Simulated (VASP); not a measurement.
# Sr2Cd (Cmcm) in VASP: notebook

The runs below take Sr2Cd through single point, with PBEsol, PBE.

Program: VASP 6.6.1. These are calculated values, not measurements. Logs are shortened: lines on timing, memory, paths and dates and some standing lists are left out, and cuts for length are marked.

## (1) The cell of the first run

It takes space group Cmcm (No. 63, orthorhombic). The conventional cell has a = 4.459 Å, b = 17.692 Å, c = 4.421 Å, α = 90.00°, β = 90.00°, γ = 90.00°. Within 4.1 Å of Sr (site symmetry m2m) lie 6 Sr at 3.04 to 4.05 Å and 6 Cd at 3.25 to 3.67 Å. Within 4.1 Å of Sr (site symmetry m2m) lie 8 Sr at 3.14 to 4.05 Å and 4 Cd at 3.37 to 3.39 Å. Within 4.5 Å of Cd (site symmetry m2m) lie 10 Sr at 3.25 to 3.67 Å and 6 Cd at 4.35 to 4.46 Å.

## (2) Single point, PBEsol

Input file INCAR:

```
ALGO     = Normal         # electronic algorithm
EDIFF    = 1E-6           # SCF threshold, eV
ENCUT    = 520            # plane-wave cutoff, eV
GGA      = PS             # functional
ISIF     = 2              # what is computed and relaxed
ISMEAR   = -1             # smearing method
LASPH    = T              # aspherical terms in the spheres
LCHARG   = F              # write CHGCAR
LREAL    = F              # projectors in reciprocal space
LWAVE    = F              # write WAVECAR
NBANDS   = 41             # bands
NELM     = 100            # most SCF steps
PREC     = Accurate       # precision mode
SIGMA    = 0.1            # smearing width, eV
```

Input file KPOINTS:

```
k-points
0
Gamma
  4 4 4
```

Input file POSCAR:

```
Sr2Cd
1.0
    4.4588570000      0.0000000000      0.0000000000
    2.2294290000     -8.8460710000      0.0000000000
    0.0000000000      0.0000000000     -4.4212140000
Sr Cd
4 2
Direct
    0.4410000000      0.1180000000      0.7500000000
    0.5590000000      0.8820000000      0.2500000000
    0.7500000000      0.5000000000      0.7500000000
    0.2500000000      0.5000000000      0.2500000000
    0.1060000000      0.7880000000      0.7500000000
    0.8940000000      0.2120000000      0.2500000000
```

Potentials or basis: VASP PAW PBE potentials, release 64 (Sr_sv, Cd).

Started as:

```console
cat potpaw_PBE.64/Sr_sv/POTCAR potpaw_PBE.64/Cd/POTCAR > POTCAR
mpirun -np 1 vasp_std > vasp.out
```

OUTCAR:

```text
EDIFF = 1E-6
   ENCUT = 520
   GGA = PS
   ISIF = 2
   ISMEAR = -1
   LASPH = T
   LREAL = F
   NELM = 100
   PREC = Accurate

 ion  position               nearest neighbor table
   1  0.441  0.118  0.750-   2 3.04   2 3.04   6 3.25   6 3.25   6 3.25   6 3.25   5 3.67   5 3.67
                             4 4.04   4 4.04   3 4.05   3 4.05
   2  0.559  0.882  0.250-   1 3.04   1 3.04   5 3.25   5 3.25   5 3.25   5 3.25   6 3.67   6 3.67
                             3 4.04   3 4.04   4 4.05   4 4.05
   3  0.750  0.500  0.750-   4 3.14   4 3.14   4 3.14   4 3.14   6 3.37   6 3.37   5 3.39   5 3.39
                             2 4.04   2 4.04   1 4.05   1 4.05
   4  0.250  0.500  0.250-   3 3.14   3 3.14   3 3.14   3 3.14   5 3.37   5 3.37   6 3.39   6 3.39
                             1 4.04   1 4.04   2 4.05   2 4.05
   5  0.106  0.788  0.750-   2 3.25   2 3.25   2 3.25   2 3.25   4 3.37   4 3.37   3 3.39   3 3.39
                             1 3.67   1 3.67
   6  0.894  0.212  0.250-   1 3.25   1 3.25   1 3.25   1 3.25   3 3.37   3 3.37   4 3.39   4 3.39
                             2 3.67   2 3.67

  LATTYP: Found a base centered orthorhombic cell.
 ALAT       =     4.4588570000
 B/A-ratio  =     3.9678648586
 C/A-ratio  =     0.9915577019

  Lattice vectors:

 A1 = (   2.2294280000,   8.8460710000,   0.0000000000)
 A2 = (   2.2294290000,  -8.8460710000,   0.0000000000)
 A3 = (   0.0000000000,   0.0000000000,  -4.4212140000)

Analysis of symmetry for initial positions (statically):
=====================================================================
 Subroutine PRICEL returns:
 Original cell was already a primitive cell.

 Routine SETGRP: Setting up the symmetry group for a
 base centered orthorhombic supercell.

 Subroutine GETGRP returns: Found  8 space group operations
 (whereof  4 operations were pure point group operations)
 out of a pool of  8 trial point group operations.

The static configuration has the point symmetry C_2h.
 The point group associated with its full space group is D_2h.

Analysis of symmetry for dynamics (positions and initial velocities):
=====================================================================
 Subroutine PRICEL returns:
 Original cell was already a primitive cell.

 Routine SETGRP: Setting up the symmetry group for a
 base centered orthorhombic supercell.

 Subroutine GETGRP returns: Found  8 space group operations
 (whereof  4 operations were pure point group operations)
 out of a pool of  8 trial point group operations.

The dynamic configuration has the point symmetry C_2h.
 The point group associated with its full space group is D_2h.

 Subroutine INISYM returns: Found  8 space group operations
 (whereof  4 operations are pure point group operations),
 and found     1 'primitive' translations

----------------------------------------------------------------------------------------

                                     Primitive cell

  volume of cell :     174.3876

  direct lattice vectors                    reciprocal lattice vectors
     4.458857000  0.000000000  0.000000000     0.224272723  0.056522281  0.000000000
     2.229429000 -8.846071000  0.000000000     0.000000000 -0.113044537  0.000000000
     0.000000000  0.000000000 -4.421214000     0.000000000  0.000000000 -0.226182221

  length of vectors
     4.458857000  9.122681941  4.421214000     0.231285586  0.113044537  0.226182221

  position of ions in fractional coordinates (direct lattice)
     0.441000000  0.118000000  0.750000000
     0.559000000  0.882000000  0.250000000
     0.750000000  0.500000000  0.750000000
     0.250000000  0.500000000  0.250000000
     0.106000000  0.788000000  0.750000000
     0.894000000  0.212000000  0.250000000

  ion indices of the primitive-cell ions
   primitive index   ion index
                 1           1
                 2           2
                 3           3
                 4           4
                 5           5
                 6           6

----------------------------------------------------------------------------------------

 KPOINTS: k-points

Automatic generation of k-mesh.
 Grid dimensions read from file:
 generate k-points for:    4    4    4

 Generating k-lattice:

  Cartesian coordinates                     Fractional coordinates (reciprocal lattice)
     0.056068181  0.014130570  0.000000000     0.250000000  0.000000000  0.000000000
     0.000000000 -0.028261134  0.000000000     0.000000000  0.250000000  0.000000000
     0.000000000  0.000000000 -0.056545555     0.000000000  0.000000000  0.250000000

  Length of vectors
     0.057821397  0.028261134  0.056545555

  Shift w.r.t. Gamma in fractional coordinates (k-lattice)
     0.000000000  0.000000000  0.000000000

 Subroutine IBZKPT returns following result:
 ===========================================

 Found     21 irreducible k-points:

 Following reciprocal coordinates:
            Coordinates               Weight
  0.000000  0.000000  0.000000      1.000000
  0.250000  0.000000  0.000000      4.000000
  0.500000  0.000000  0.000000      2.000000
  0.000000  0.250000  0.000000      2.000000
  0.500000  0.250000  0.000000      2.000000
 -0.250000  0.250000  0.000000      4.000000
[... 13 lines left out ...]
 -0.250000  0.250000  0.500000      4.000000
  0.000000  0.500000  0.500000      1.000000
   k-points           NKPTS =     21   k-points in BZ     NKDIM =     21   number of bands    NBANDS=     41
   number of dos      NEDOS =    301   number of ions     NIONS =      6
   total plane-waves  NPLWV =  90720
   dimension x,y,z NGX =    36 NGY =   70 NGZ =   36
   dimension x,y,z NGXF=    72 NGYF=  140 NGZF=   72
   ions per type =               4   2
   NGX,Y,Z   is equivalent  to a cutoff of  13.42, 12.76, 13.54 a.u.
   NGXF,Y,Z  is equivalent  to a cutoff of  26.84, 25.51, 27.07 a.u.
 SYSTEM =  unknown system
   PREC   = accura    normal or accurate (medium, high low for compatibility)
   ISTART =      0    job   : 0-new  1-cont  2-samecut
   ICHARG =      2    charge: 1-file 2-atom 10-const
   ISPIN  =      1    spin polarized calculation?
   LNONCOLLINEAR =      F non collinear calculations
   LSORBIT =      F    spin-orbit coupling
   LASPH  =      T    aspherical Exc in radial PAW
   ENCUT  =  520.0 eV  38.22 Ry    6.18 a.u.   8.29 16.96  8.22*2*pi/ulx,y,z
   NELM   =    100;   NELMIN=  2; NELMDL= -5     # of ELM steps
   EDIFF  = 0.1E-05   stopping-criterion for ELM
   LREAL  =      F    real-space projection
   EDIFFG = 0.1E-04   stopping-criterion for IOM
   NSW    =      0    number of steps for IOM
   IBRION =     -1    ionic relax: 0-MD 1-quasi-New 2-CG
   NFREE  =      0    steps in history (QN), initial steepest desc. (CG)
   ISIF   =      2    stress and relaxation
   ISYM   =      2    0-nonsym 1-usesym 2-fastsym
   POTIM  = 0.5000    time-step for ionic-motion
   TEBEG  =    0.0;   TEEND  =   0.0 temperature during run
   PSTRESS=    0.0 pullay stress
   NELECT =      64.0000    total number of electrons
   NUPDOWN=      -1.0000    fix difference up-down
   EMIN   =  10.00;   EMAX   =-10.00  energy-range for DOS
   EFERMI =   0.00;   METHOD = LEGACY
   ISMEAR =    -1;   SIGMA  =   0.10  broadening in eV -4-tet -1-fermi 0-gaus
   EFERMI_NEDOS =   21; number of points for ismear=-14 and -15
   IALGO  =     38    algorithm
   IMIX   =      4    mixing-type and parameters
     AMIX     =   0.40;   BMIX     =  1.00
     AMIX_MAG =   1.60;   BMIX_MAG =  1.00
  volume/ion in A,a.u.               =      29.06       196.14
  Fermi-wavevector in a.u.,A,eV,Ry     =   1.172095  2.214939 18.691790  1.373808
  Thomas-Fermi vector in A             =   2.308529
   LORBIT       =      0    0 simple, 1 ext, 2 COOP (PROOUT), +10 PAW based schemes
   GGA     = PS    functional components
   LHFCALC =     F    Hartree Fock is set to
   AEXX    =    0.0000 exact exchange contribution
   IVDW    =     0    specifies the selected vdW correction
   LEPSILON=     F    determine dielectric tensor
   LRPA    =     F    only Hartree local field effects (RPA)
 non-spin polarized calculation
  energy-cutoff  :      520.00
  volume of cell :      174.39
 maximum number of plane-waves:      4718
 NGX is ok and might be reduce to    36
   NGX = 17   NGY = 33   NGZ = 17

 number of electron      64.0000008 magnetization

 Free energy of the ion-electron system (eV)
  ---------------------------------------------------
  ext. energy  EPLUGINS =         0.00000000
  ---------------------------------------------------
  free energy    TOTEN  =        -8.71440910 eV

  energy without entropy =       -8.54713255  energy(sigma->0) =       -8.63077082

 E-fermi :   3.1648     XC(G=0):  -9.7041

 val. band max:        3.1549817421   @ k =  -0.2500   0.2500   0.2500
 cond. band min:       3.1812927535   @ k =  -0.2500   0.2500   0.0000
 fundamental gap:      0.0263110114
 Fermi energy:         3.1648151742

 k-point     1 :       0.0000    0.0000    0.0000
  band No.  band energies     occupation
      1     -32.7774      2.00000
      2     -32.6357      2.00000
      3     -32.4012      2.00000
      4     -32.3725      2.00000
      5     -15.4461      2.00000
      6     -15.4280      2.00000
[... 33 lines left out ...]
     40       5.8572      0.00000
     41       6.1083      0.00000

 k-point     2 :       0.2500    0.0000    0.0000
  band No.  band energies     occupation
      1     -32.7228      2.00000
      2     -32.6340      2.00000
      3     -32.4566      2.00000
      4     -32.3711      2.00000
      5     -15.3052      2.00000
      6     -15.2604      2.00000
[... 33 lines left out ...]
     40       6.1796      0.00000
     41       6.4946      0.00000

 k-point     3 :       0.5000    0.0000    0.0000
  band No.  band energies     occupation
      1     -32.6337      2.00000
      2     -32.5898      2.00000
      3     -32.5890      2.00000
      4     -32.3695      2.00000
      5     -15.1167      2.00000
      6     -15.0655      2.00000
[... 743 lines left out ...]
      2     -32.5869      2.00000
      3     -32.5005      2.00000
      4     -32.5005      2.00000
      5     -15.4757      2.00000
      6     -15.4757      2.00000
[... 33 lines left out ...]
     40       5.6304      0.00000
     41       6.6632      0.00000

 k-point    21 :       0.0000    0.5000    0.5000
  band No.  band energies     occupation
      1     -32.5895      2.00000
      2     -32.5895      2.00000
      3     -32.5017      2.00000
      4     -32.5017      2.00000
      5     -15.2712      2.00000
      6     -15.2712      2.00000
[... 33 lines left out ...]
     40       6.0211      0.00000
     41       6.7360      0.00000

------------------------ aborting loop because EDIFF is reached ----------------------------------------

  FORCE on cell =-STRESS in cart. coord.  units (eV):
  Direction    XX          YY          ZZ          XY          YZ          ZX
  --------------------------------------------------------------------------------------
  -------------------------------------------------------------------------------------
  Total        7.2389311      3.9988575     12.3941816     -0.0000002      0.0000000      0.0000000
  in kB       66.5073319     36.7393109    113.8709483     -0.0000021      0.0000000      0.0000000
  external PRESSURE =      72.3725304 kB  Pullay stress =       0.0000000 kB

 VOLUME and BASIS-vectors are now :
 -----------------------------------------------------------------------------
  energy-cutoff  :      520.00
  volume of cell :      174.39
      direct lattice vectors                 reciprocal lattice vectors
     4.458857000  0.000000000  0.000000000     0.224272723  0.056522281  0.000000000
     2.229429000 -8.846071000  0.000000000     0.000000000 -0.113044537  0.000000000
     0.000000000  0.000000000 -4.421214000     0.000000000  0.000000000 -0.226182221

 POSITION                                       TOTAL-FORCE (eV/Angst)
 -----------------------------------------------------------------------------------
      2.22943     -1.04384     -3.31591         0.000000     -0.834666      0.000000
      4.45886     -7.80223     -1.10530        -0.000000      0.834666      0.000000
      4.45886     -4.42304     -3.31591         0.000000     -0.214494     -0.000000
      2.22943     -4.42304     -1.10530        -0.000000      0.214494      0.000000
      2.22943     -6.97070     -3.31591         0.000000     -0.140641      0.000000
      4.45886     -1.87537     -1.10530        -0.000000      0.140641     -0.000000
 -----------------------------------------------------------------------------------
    total drift:                               -0.000000      0.000000      0.000000

  FREE ENERGIE OF THE ION-ELECTRON SYSTEM (eV)
  ---------------------------------------------------
  free  energy   TOTEN  =        -8.7144090976 eV

  energy  without entropy=       -8.5471325508  energy(sigma->0) =       -8.63077082
```

Wall time 4.8 min (1 thread of Intel Xeon 8259CL, shared host); peak memory 0.36 GiB.

Results:

```yaml
Free_energy: -8.7144 eV
Pressure: 7.2 GPa
Largest_force: 0.835 eV/Å
Band_gap_on_the_k_mesh: zero (bands 32 and 33 overlap by 0.65 eV)
```

Forces in eV/Å, atoms in the order of the input:
```
Sr   0.000 -0.835  0.000
Sr   0.000  0.835  0.000
Sr   0.000 -0.214  0.000
Sr   0.000  0.214  0.000
Cd   0.000 -0.141  0.000
Cd   0.000  0.141  0.000
```

Levels at points of the mesh, in eV from the Fermi level:
| k point | band 28 | band 29 | band 30 | band 31 | band 32 | band 33 | band 34 | band 35 | band 36 | band 37 |
| --- | --- | --- | --- | --- | --- | --- | --- | --- | --- | --- |
| (0.00, 0.00, 0.00) | -4.13 | -2.59 | -1.41 | -0.14 | 0.64 | 0.66 | 0.69 | 0.76 | 1.26 | 1.73 |
| (0.50, 0.00, 0.00) | -3.63 | -2.38 | -1.59 | -1.01 | -0.02 | 0.35 | 0.54 | 1.62 | 1.65 | 1.72 |
| (0.00, 0.50, 0.00) | -4.97 | -1.89 | -1.73 | -0.14 | 0.48 | 0.54 | 0.57 | 0.64 | 1.18 | 2.40 |
| (0.00, 0.00, 0.50) | -3.80 | -1.78 | -1.78 | -0.24 | -0.24 | 0.78 | 0.78 | 1.11 | 1.11 | 2.05 |
| (0.50, 0.00, 0.50) | -3.61 | -1.05 | -1.05 | -0.58 | -0.58 | 0.05 | 0.05 | 0.65 | 0.65 | 1.27 |
| (0.00, 0.50, 0.50) | -3.72 | -2.11 | -2.11 | 0.47 | 0.47 | 0.57 | 0.57 | 0.67 | 0.67 | 2.24 |

Caveat: the k points lie up to 0.36 Å⁻¹ apart, too coarse for converged energies and pressures of a metal; the PAW data sets were made with another functional, which shifts forces and pressure a little.

## (3) Single point, PBE

Input file INCAR:

```
  PREC = Accurate
  ENCUT = 520
  EDIFF = 1E-6
  ISMEAR = -1
  SIGMA = 0.1
  LREAL = False
  LASPH = True
  NELM = 100
  ALGO = Normal
  ISIF = 2
  LWAVE = False
  LCHARG = False
  GGA = PE
  NBANDS = 41
```

Input file KPOINTS:

```
regular mesh
0
Gamma
  4 4 4
```

POSCAR is that of step 2.

Potentials or basis: VASP PAW PBE potentials, release 64 (Sr_sv, Cd).

Started as:

```console
cat potpaw_PBE.64/Sr_sv/POTCAR potpaw_PBE.64/Cd/POTCAR > POTCAR
mpirun -np 1 vasp_std > vasp.out
```

OUTCAR:

```text
PREC = Accurate
   ENCUT = 520
   EDIFF = 1E-6
   ISMEAR = -1
   LREAL = False
   LASPH = True
   NELM = 100
   ISIF = 2
   GGA = PE

 ion  position               nearest neighbor table
   1  0.441  0.118  0.750-   2 3.04   2 3.04   6 3.25   6 3.25   6 3.25   6 3.25   5 3.67   5 3.67
                             4 4.04   4 4.04   3 4.05   3 4.05
   2  0.559  0.882  0.250-   1 3.04   1 3.04   5 3.25   5 3.25   5 3.25   5 3.25   6 3.67   6 3.67
                             3 4.04   3 4.04   4 4.05   4 4.05
   3  0.750  0.500  0.750-   4 3.14   4 3.14   4 3.14   4 3.14   6 3.37   6 3.37   5 3.39   5 3.39
                             2 4.04   2 4.04   1 4.05   1 4.05
   4  0.250  0.500  0.250-   3 3.14   3 3.14   3 3.14   3 3.14   5 3.37   5 3.37   6 3.39   6 3.39
                             1 4.04   1 4.04   2 4.05   2 4.05
   5  0.106  0.788  0.750-   2 3.25   2 3.25   2 3.25   2 3.25   4 3.37   4 3.37   3 3.39   3 3.39
                             1 3.67   1 3.67
   6  0.894  0.212  0.250-   1 3.25   1 3.25   1 3.25   1 3.25   3 3.37   3 3.37   4 3.39   4 3.39
                             2 3.67   2 3.67

  LATTYP: Found a base centered orthorhombic cell.
 ALAT       =     4.4588570000
 B/A-ratio  =     3.9678648586
 C/A-ratio  =     0.9915577019

  Lattice vectors:

[... 188 lines left out ...]
 fundamental gap:      0.0145442656
 Fermi energy:         3.3205345991

 k-point     1 :       0.0000    0.0000    0.0000
  band No.  band energies     occupation
      1     -32.7309      2.00000
      2     -32.5992      2.00000
      3     -32.3600      2.00000
      4     -32.3395      2.00000
      5     -15.3720      2.00000
      6     -15.3543      2.00000
[... 913 lines left out ...]
     40       6.1963      0.00000
     41       6.8913      0.00000

------------------------ aborting loop because EDIFF is reached ----------------------------------------

  FORCE on cell =-STRESS in cart. coord.  units (eV):
  Direction    XX          YY          ZZ          XY          YZ          ZX
  --------------------------------------------------------------------------------------
  -------------------------------------------------------------------------------------
  Total        9.7987268      6.5103343     15.0214429     -0.0000004     -0.0000000      0.0000000
  in kB       90.0253319     59.8133838    138.0087853     -0.0000034     -0.0000000      0.0000000
  external PRESSURE =      95.9491670 kB  Pullay stress =       0.0000000 kB

 VOLUME and BASIS-vectors are now :
 -----------------------------------------------------------------------------
  energy-cutoff  :      520.00
  volume of cell :      174.39
      direct lattice vectors                 reciprocal lattice vectors
     4.458857000  0.000000000  0.000000000     0.224272723  0.056522281  0.000000000
     2.229429000 -8.846071000  0.000000000     0.000000000 -0.113044537  0.000000000
     0.000000000  0.000000000 -4.421214000     0.000000000  0.000000000 -0.226182221

 POSITION                                       TOTAL-FORCE (eV/Angst)
 -----------------------------------------------------------------------------------
      2.22943     -1.04384     -3.31591         0.000000     -0.864138     -0.000000
      4.45886     -7.80223     -1.10530        -0.000000      0.864138     -0.000000
      4.45886     -4.42304     -3.31591         0.000000     -0.220657     -0.000000
      2.22943     -4.42304     -1.10530        -0.000000      0.220657     -0.000000
      2.22943     -6.97070     -3.31591         0.000000     -0.180075      0.000000
      4.45886     -1.87537     -1.10530        -0.000000      0.180075     -0.000000
 -----------------------------------------------------------------------------------
    total drift:                               -0.000000      0.000000      0.000000

  FREE ENERGIE OF THE ION-ELECTRON SYSTEM (eV)
  ---------------------------------------------------
  free  energy   TOTEN  =        -6.4723428580 eV

  energy  without entropy=       -6.3056598180  energy(sigma->0) =       -6.38900134
```

stdout:

```text
POSCAR found type information on POSCAR SrCd
 POSCAR found :  2 types and       6 ions
 scaLAPACK will be used
 LDA part: xc-table for (Slater+PW92), standard interpolation
 POSCAR, INCAR and KPOINTS ok, starting setup
 FFT: planning ... GRIDC
 FFT: planning ... GRID_SOFT
 FFT: planning ... GRID
 WAVECAR not read
 entering main loop
```

Run time: 4.6 min. Hardware: 1 thread of Intel Xeon 8259CL, shared host; peak memory 0.36 GiB.

Results:

* Free energy: -6.4723 eV
* Pressure: 9.6 GPa
* Largest force: 0.864 eV/Å
* Band gap on the k mesh: zero (bands 32 and 33 overlap by 0.68 eV)

Forces on the atoms (eV/Å):
```
Sr   0.000 -0.864  0.000
Sr   0.000  0.864  0.000
Sr   0.000 -0.221  0.000
Sr   0.000  0.221  0.000
Cd   0.000 -0.180  0.000
Cd   0.000  0.180  0.000
```

Caveat: the k points lie up to 0.36 Å⁻¹ apart, too coarse for converged energies and pressures of a metal.

[end of part 1 of 2]
